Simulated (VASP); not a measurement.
Write the native input for VASP 6.6.1 that does the following.

```
Task                   : single point
Functional             : RPBE
Potentials or basis    : VASP PAW PBE potentials, release 64 (Ni, Si)
Cutoff                 : 520 eV
k mesh                 : 5 × 5 × 5
Occupations            : fermi-dirac, width 0.05 eV
Spin                   : collinear spin, ferromagnetic start
Starting moments       : [1.0, 0.0, 0.0] μB
Dipole correction      : no
Further INCAR settings : ALGO = Normal; EDIFF = 1e-07; NBANDS = 20
```

The structure of Si2Ni lies in POSCAR:

```
Si2Ni
1.0
    0.0000000000      2.7030000000      2.7030000000
    2.7030000000      0.0000000000      2.7030000000
    2.7030000000      2.7030000000      0.0000000000
Ni Si
1 2
Direct
    0.0000000000      0.0000000000      0.0000000000
    0.7500000000      0.7500000000      0.7500000000
    0.2500000000      0.2500000000      0.2500000000
```

One way to write it, as run:

INCAR

```
SYSTEM = Si2Ni
ALGO = Normal ; EDIFF = 1E-7
ENCUT = 520 ; GGA = RP
ISIF = 2 ; ISMEAR = -1
ISPIN = 2 ; LASPH = .TRUE.
LCHARG = .FALSE. ; LMAXMIX = 4
LORBIT = 11 ; LREAL = .FALSE.
LWAVE = .FALSE. ; MAGMOM = 1 0 0
NBANDS = 20 ; NELM = 150
PREC = Accurate ; SIGMA = 0.05
```

KPOINTS

```
k-points
0
G
  5 5 5
  0 0 0
```

Potentials or basis: VASP PAW PBE potentials, release 64 (Ni, Si).

The run is started by

```bash
$ cat potpaw_PBE.64/Ni/POTCAR potpaw_PBE.64/Si/POTCAR > POTCAR
$ mpirun -np 1 vasp_std > vasp.out
```

Results of the run:

```yaml
Pressure: 6.3 GPa
Band_gap_on_the_k_mesh: zero (filled and empty bands overlap)
Net_moment: 0.00 μB per cell
Valence_electrons_inside_the_program's_atomic_spheres: Ni 9.80; Si 1.59
```

Caveat: the k points lie up to 0.40 Å⁻¹ apart; the PAW data sets were made with another functional, which shifts forces and pressure a little.

Wall time 9.8 s on 1 thread of Intel(R) Xeon(R) 6975P-C (Granite Rapids), with other jobs on the host, peak memory 0.17 GiB.
